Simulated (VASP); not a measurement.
Set up this calculation in VASP 6.6.1, as the native input.

| Quantity | Value |
| --- | --- |
| Task | relaxation of cell and atoms |
| Functional | PBE |
| Potentials or basis | VASP PAW PBE potentials, release 64 (Ba_sv, Ti_sv, O) |
| Cutoff | 600 eV |
| k mesh | 8 × 8 × 8 |
| Occupations | gaussian, width 0.02 eV |
| Spin | no spin polarisation |
| Dipole correction | no |
| Further INCAR settings | ALGO = Normal; EDIFF = 1e-06; IBRION = 2; EDIFFG = -0.005; NSW = 100; ISIF = 3 |

The structure of BaTiO3 lies in POSCAR:

```
BaTiO3
1.0
    3.9841000000      0.0000000000      0.0000000000
    0.0000000000      2.8370500000      2.8458000000
    0.0000000000     -2.8370500000      2.8458000000
Ba Ti O
1 1 3
Direct
    0.0000000000      0.0000000000      0.0000000000
    0.5000000000      0.5079000000      0.5079000000
    0.0000000000      0.4921000000      0.4921000000
    0.5000000000      0.5025100000      0.9937100000
    0.5000000000      0.9937100000      0.5025100000
```

One way to write it, as run:

INCAR

```
SYSTEM = BaTiO3
ALGO = Normal
EDIFF = 1E-6
EDIFFG = -0.005
ENCUT = 600
GGA = PE
IBRION = 2
ISIF = 3
ISMEAR = 0
LASPH = .TRUE.
LCHARG = .FALSE.
LREAL = .FALSE.
LWAVE = .FALSE.
NELM = 100
NSW = 100
PREC = Accurate
SIGMA = 0.02
```

KPOINTS

```
k-points
0
G
  8 8 8
  0 0 0
```

Potentials or basis: VASP PAW PBE potentials, release 64 (Ba_sv, Ti_sv, O).

Command:

```bash
$ cat potpaw_PBE.64/Ba_sv/POTCAR potpaw_PBE.64/Ti_sv/POTCAR potpaw_PBE.64/O/POTCAR > POTCAR
$ mpirun -np 1 vasp_std > vasp.out
```

Results of the run:

The relaxed volume is 13.54 Å³/atom and the relaxed cell is a = 3.981 Å, b = 4.124 Å, c = 4.124 Å, α = 89.51°, β = 90.00°, γ = 90.00°. The space group after relaxing (to 0.1 Å) is Amm2 (No. 38) and the energy gained by relaxing is 15.3 meV/atom. The ionic steps are 22 and the pressure after relaxing is 0.0 GPa. The largest force after relaxing is 0.003 eV/Å and the band gap on the k mesh is 2.34 eV (least direct gap 2.90 eV).

Caveat: spin-orbit coupling is left out, which moves the levels of the heavy elements.

It took 17 min on 1 thread of AMD EPYC 9R45 96-Core Processor (Zen 5), with other jobs on the host, peak memory 0.33 GiB.
